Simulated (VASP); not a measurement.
Ir, 1 atom in the cell. The structure is cubic, space group Fm-3m (No. 225). The conventional cell has a = 3.812 Å, b = 3.812 Å, c = 3.812 Å, α = 90.00°, β = 90.00°, γ = 90.00°. Within 3.6 Å of Ir (site symmetry m-3m) lie 12 Ir at 2.70 Å. 

```yaml
Program: VASP 6.6.1
Task: single point
Functional: LDA
Potentials_or_basis: VASP PAW LDA potentials, release 64 (Ir_sv_GW)
Cutoff: 500 eV
k_mesh: 17 × 17 × 17
Occupations: fermi-dirac, width 0.1 eV
Spin: no spin polarisation
Dipole_correction: no
Second_run: valence_matched
Further_INCAR_settings: ALGO = Normal; EDIFF = 1e-06; NBANDS = 14
```

Potentials or basis: VASP PAW LDA potentials, release 64 (Ir_sv_GW).

Run with:

```bash
$ cat potpaw_LDA.64/Ir_sv_GW/POTCAR > POTCAR
$ mpirun -np 1 vasp_std > vasp.out
```

Hardware: 1 thread of Intel(R) Xeon(R) 6975P-C (Granite Rapids), on a shared host.

Estimate the wall time of this run.

It took 12 s on 1 thread of Intel(R) Xeon(R) 6975P-C (Granite Rapids), on a shared host, peak memory 0.14 GiB. Counts: scf iterations 12, k points 165.
